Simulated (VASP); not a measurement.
# Ti (Cmcm) in VASP: single point with r2SCAN

Aim: the single point of Ti with r2SCAN.

Program: VASP 6.6.1. These are calculated values, not measurements. Logs are shortened: lines on timing, memory, paths and dates and some standing lists are left out, and cuts for length are marked.

## (1) The cell of the first run

Symmetry: Cmcm, No. 63, orthorhombic system. Conventional cell: a = 3.258 Å, b = 5.084 Å, c = 4.314 Å, α = 90.00°, β = 90.00°, γ = 90.00°. Within 3.6 Å of Ti (site symmetry m2m) lie 12 Ti at 2.74 to 3.26 Å.

## (2) Single point, r2SCAN (normal strain along x +0.1100, normal strain along z -0.0700)

The input, POSCAR:

```
Ti
1.0
    3.2579476360      0.0000000000      0.0000000000
   -1.6289738180      2.5418607360      0.0000000000
    0.0000000000      0.0000000000      4.3137292730
Ti
2
Direct
    0.3333333333      0.6666666667      0.2500000000
    0.6666666667      0.3333333333      0.7500000000
```

The input, INCAR.step1:

```
PREC = Accurate ; ENCUT = 520
ISMEAR = 1 ; SIGMA = 0.05
LREAL = False ; LASPH = True
NELM = 60 ; NBANDS = 19
GGA = PE ; ALGO = Normal
EDIFF = 1E-4 ; LWAVE = True
LCHARG = False
```

The input, INCAR.step2:

```
PREC = Accurate ; ENCUT = 520
EDIFF = 1E-6 ; ISMEAR = 1
SIGMA = 0.05 ; LREAL = False
LASPH = True ; NELM = 60
ALGO = Normal ; ISIF = 2
LWAVE = False ; LCHARG = True
METAGGA = R2SCAN ; LMIXTAU = True
LELF = True ; LVHAR = True
NBANDS = 19 ; ISTART = 1
```

The input, KPOINTS:

```
Automatic mesh
0
Gamma
  18 18 10
```

Potentials or basis: VASP PAW PBE potentials, release 64 (Ti_sv).

On the command line:

```
> cat potpaw_PBE.64/Ti_sv/POTCAR > POTCAR
> cp INCAR.step1 INCAR
> mpirun -np 1 vasp_std > vasp.out
> cp INCAR.step2 INCAR
> mpirun -np 1 vasp_std > vasp.out
```

OUTCAR:

```text
PREC = Accurate
   ENCUT = 520
   EDIFF = 1E-6
   ISMEAR = 1
   LREAL = False
   LASPH = True
   NELM = 60
   ISIF = 2
   METAGGA = R2SCAN
   ISTART = 1

 ion  position               nearest neighbor table
   1  0.333  0.667  0.250-   2 2.74   2 2.74   2 2.83   2 2.83   2 2.83   2 2.83
   2  0.667  0.333  0.750-   1 2.74   1 2.74   1 2.83   1 2.83   1 2.83   1 2.83

  Warning from LATTYP: Monoclinic adjustment (A1->A3, A2->A1, A3->A2)!
  LATTYP: Found a base centered orthorhombic cell.
 ALAT       =     3.2579476360
 B/A-ratio  =     1.5604061329
 C/A-ratio  =     1.3240634151

  Lattice vectors:

 A1 = (   1.6289738180,  -2.5418607360,   0.0000000000)
 A2 = (   1.6289738180,   2.5418607360,   0.0000000000)
 A3 = (   0.0000000000,   0.0000000000,   4.3137292730)

Analysis of symmetry for initial positions (statically):
=====================================================================
 Subroutine PRICEL returns:
 Original cell was already a primitive cell.

 Routine SETGRP: Setting up the symmetry group for a
 base centered orthorhombic supercell.

 Subroutine GETGRP returns: Found  8 space group operations
 (whereof  4 operations were pure point group operations)
 out of a pool of  8 trial point group operations.

The static configuration has the point symmetry C_2h.
 The point group associated with its full space group is D_2h.

Analysis of symmetry for dynamics (positions and initial velocities):
=====================================================================
 Subroutine PRICEL returns:
 Original cell was already a primitive cell.

 Routine SETGRP: Setting up the symmetry group for a
 base centered orthorhombic supercell.

 Subroutine GETGRP returns: Found  8 space group operations
 (whereof  4 operations were pure point group operations)
 out of a pool of  8 trial point group operations.

The dynamic configuration has the point symmetry C_2h.
 The point group associated with its full space group is D_2h.

 Subroutine INISYM returns: Found  8 space group operations
 (whereof  4 operations are pure point group operations),
 and found     1 'primitive' translations

----------------------------------------------------------------------------------------

                                     Primitive cell

  volume of cell :      35.7231
[... 83 lines left out ...]
   ISPIN  =      1    spin polarized calculation?
   LNONCOLLINEAR =      F non collinear calculations
   LSORBIT =      F    spin-orbit coupling
   LASPH  =      T    aspherical Exc in radial PAW
   ENCUT  =  520.0 eV  38.22 Ry    6.18 a.u.   6.06  5.61  8.02*2*pi/ulx,y,z
   NELM   =     60;   NELMIN=  2; NELMDL=  0     # of ELM steps
   EDIFF  = 0.1E-05   stopping-criterion for ELM
   LREAL  =      F    real-space projection
   EDIFFG = 0.1E-04   stopping-criterion for IOM
   NSW    =      0    number of steps for IOM
   IBRION =     -1    ionic relax: 0-MD 1-quasi-New 2-CG
   NFREE  =      0    steps in history (QN), initial steepest desc. (CG)
   ISIF   =      2    stress and relaxation
   ISYM   =      2    0-nonsym 1-usesym 2-fastsym
   POTIM  = 0.5000    time-step for ionic-motion
   TEBEG  =    0.0;   TEEND  =   0.0 temperature during run
   PSTRESS=    0.0 pullay stress
   NELECT =      24.0000    total number of electrons
   NUPDOWN=      -1.0000    fix difference up-down
   EMIN   =  10.00;   EMAX   =-10.00  energy-range for DOS
   EFERMI =   0.00;   METHOD = LEGACY
   ISMEAR =     1;   SIGMA  =   0.05  broadening in eV -4-tet -1-fermi 0-gaus
   EFERMI_NEDOS =   21; number of points for ismear=-14 and -15
   IALGO  =     38    algorithm
   IMIX   =      4    mixing-type and parameters
     AMIX     =   0.40;   BMIX     =  1.00
     AMIX_MAG =   1.60;   BMIX_MAG =  1.00
  volume/ion in A,a.u.               =      17.86       120.54
  Fermi-wavevector in a.u.,A,eV,Ry     =   1.433823  2.709533 27.971531  2.055850
  Thomas-Fermi vector in A             =   2.553299
   LORBIT       =      0    0 simple, 1 ext, 2 COOP (PROOUT), +10 PAW based schemes
   METAGGA = R2SCAN    functional components
   LHFCALC =     F    Hartree Fock is set to
   AEXX    =    0.0000 exact exchange contribution
   IVDW    =     0    specifies the selected vdW correction
   LEPSILON=     F    determine dielectric tensor
   LRPA    =     F    only Hartree local field effects (RPA)
 non-spin polarized calculation
 Methfessel and Paxton  Order N= 1 SIGMA  =   0.05
  energy-cutoff  :      520.00
  volume of cell :       35.72
 maximum number of plane-waves:       976
   NGX = 13   NGY = 11   NGZ = 17

 number of electron      24.0000005 magnetization

 Free energy of the ion-electron system (eV)
  ---------------------------------------------------
  ext. energy  EPLUGINS =         0.00000000
  ---------------------------------------------------
  free energy    TOTEN  =       -25.72998558 eV

  energy without entropy =      -25.72983411  energy(sigma->0) =      -25.72993509

 E-fermi :   7.9994     XC(G=0): -12.2382

 val. band max:        7.9987186087   @ k =   0.0556   0.3889   0.2000
 cond. band min:       8.0003737977   @ k =   0.1111   0.1111   0.0000
 fundamental gap:      0.0016551890
 Fermi energy:         7.9994006435

 k-point     1 :       0.0000    0.0000    0.0000
  band No.  band energies     occupation
      1     -51.2040      2.00000
      2     -51.0090      2.00000
      3     -26.8257      2.00000
      4     -26.1985      2.00000
      5     -26.1822      2.00000
      6     -26.0358      2.00000
[... 505 lines left out ...]
      6     -26.1713      2.00000
[... 11 lines left out ...]
     18      10.6405      0.00000
     19      11.7963      0.00000

 [... further k-points ...]

------------------------ aborting loop because EDIFF is reached ----------------------------------------

  FORCE on cell =-STRESS in cart. coord.  units (eV):
  Direction    XX          YY          ZZ          XY          YZ          ZX
  --------------------------------------------------------------------------------------
  -------------------------------------------------------------------------------------
  Total       -2.0130482     -0.6310340      0.6844071      0.0000000      0.0000000      0.0000000
  in kB      -90.2850869    -28.3018353     30.6956137      0.0000000      0.0000000      0.0000000
  external PRESSURE =     -29.2971028 kB  Pullay stress =       0.0000000 kB

 VOLUME and BASIS-vectors are now :
 -----------------------------------------------------------------------------
  energy-cutoff  :      520.00
  volume of cell :       35.72
      direct lattice vectors                 reciprocal lattice vectors
     3.257947636  0.000000000  0.000000000     0.306941704  0.196706292  0.000000000
    -1.628973818  2.541860736  0.000000000     0.000000000  0.393412584  0.000000000
     0.000000000  0.000000000  4.313729273     0.000000000  0.000000000  0.231817979

 POSITION                                       TOTAL-FORCE (eV/Angst)
 -----------------------------------------------------------------------------------
     -0.00000      1.69457      1.07843         0.000000     -0.532160      0.000000
      1.62897      0.84729      3.23530         0.000000      0.532160      0.000000
 -----------------------------------------------------------------------------------
    total drift:                               -0.000000      0.000000     -0.000000

  FREE ENERGIE OF THE ION-ELECTRON SYSTEM (eV)
  ---------------------------------------------------
  free  energy   TOTEN  =       -25.7299855790 eV

  energy  without entropy=      -25.7298341084  energy(sigma->0) =      -25.72993509
```

OUTCAR.step1:

```text
PREC = Accurate
   ENCUT = 520
   ISMEAR = 1
   LREAL = False
   LASPH = True
[... 754 lines left out ...]
     -0.00000      1.69457      1.07843         0.000000     -0.474164      0.000000
      1.62897      0.84729      3.23530         0.000000      0.474164      0.000000
 -----------------------------------------------------------------------------------
    total drift:                               -0.000000      0.000000     -0.000000

  FREE ENERGIE OF THE ION-ELECTRON SYSTEM (eV)
  ---------------------------------------------------
  free  energy   TOTEN  =       -15.5245510829 eV

  energy  without entropy=      -15.5243520571  energy(sigma->0) =      -15.52448474
```

It took 21 min on 1 thread of Intel Xeon 8259CL, shared host; peak memory 0.4 GiB.

Results:

| Property | Result |
| --- | --- |
| Free energy | -25.7300 eV |
| Pressure | -2.9 GPa |
| Largest force | 0.532 eV/Å |
| Band gap on the k mesh | zero (bands 12 and 13 overlap by 1.43 eV) |

Forces in eV/Å, atoms in the order of the input:
```
Ti   0.000 -0.532  0.000
Ti   0.000  0.532  0.000
```

Caveat: the cell differs from its parent crystal (normal strain along x +0.1100, normal strain along z -0.0700); the PAW data sets were made with another functional, which shifts forces and pressure a little.
